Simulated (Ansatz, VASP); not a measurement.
One calculation of Al5As, two programs

```
CELL_PARAMETERS angstrom
7.39223 0.00000 0.00000
0.00000 7.39223 0.00000
0.00000 0.00000 2.81639
ATOMIC_POSITIONS crystal
Al 0.16998 0.50000 0.00000
Al 0.83002 0.50000 0.00000
Al 0.50000 0.16998 0.00000
Al 0.50000 0.83002 0.00000
Al 0.00000 0.00000 0.50000
As 0.50000 0.50000 0.00000
```

Alike in both runs: task relaxation of cell and atoms; functional PBE; k mesh 4 × 4 × 6; occupations gaussian, width 0.1 eV; no spin polarisation.

|  | VASP | Ansatz |
| --- | --- | --- |
| version | VASP 6.6.1 | Ansatz 0.2.0 |
| potentials or method | VASP PAW PBE potentials, release 64 (Al, As), cutoff 600 eV | scalar-relativistic, plane waves, PAW |
| valence electrons in the cell | 20 | 30 |

|  | VASP | Ansatz | Ansatz less VASP |
| --- | --- | --- | --- |
| gap on the k mesh at the Fermi level, each at its own relaxed structure (eV) | none | none | - |
| relaxed volume (Å³/atom) | 26.91 | 26.87 | -0.036 |
| relaxed length of the cell vector where the two differ most in proportion (Å) | 7.804 | 7.798 | -0.0060 |

A gap of «none» marks a metal or a gap that the smearing closes. VASP's potentials hold 20 valence electrons a cell and Ansatz's 30, so a difference there can come from the potentials and not from the codes.

The k mesh is coarse, so the values compare programs but aren't converged.
